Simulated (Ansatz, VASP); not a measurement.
## CaHfO: VASP beside Ansatz

```
Ca Hf O
1.0
     3.57474    0.00000    0.00000
     0.00000    3.57474    0.00000
     0.00000    0.00000    4.25347
Ca Hf O
1 1 1
Direct
  0.00000 0.00000 0.00000
  0.50000 0.50000 0.50000
  0.50000 0.50000 0.00000
```

Alike in both runs: functional PBE; k mesh 4 × 4 × 6; occupations gaussian, width 0.1 eV; no spin polarisation.

Ansatz relaxed the structure, and its values are those at the end. VASP's run is a single point on that final structure, the one shown.

|  | VASP | Ansatz |
| --- | --- | --- |
| version | VASP 6.6.1 | Ansatz 0.2.0 |
| potentials or method | VASP PAW PBE potentials, release 64 (Ca_sv, Hf_pv, O), cutoff 520 eV | scalar-relativistic, plane waves, PAW |
| valence electrons in the cell | 26 | 42 |

|  | VASP | Ansatz | Ansatz less VASP |
| --- | --- | --- | --- |
| gap on the k mesh at the Fermi level (eV) | none | none | - |
| pressure (GPa) | -0.4 | 0.0 | +0.42 |

A gap of «none» marks a metal or a gap that the smearing closes. VASP's potentials hold 26 valence electrons a cell and Ansatz's 42, so a difference there can come from the potentials and not from the codes.

The k mesh is coarse, so the values compare programs but aren't converged. Neither program's run includes spin-orbit coupling.
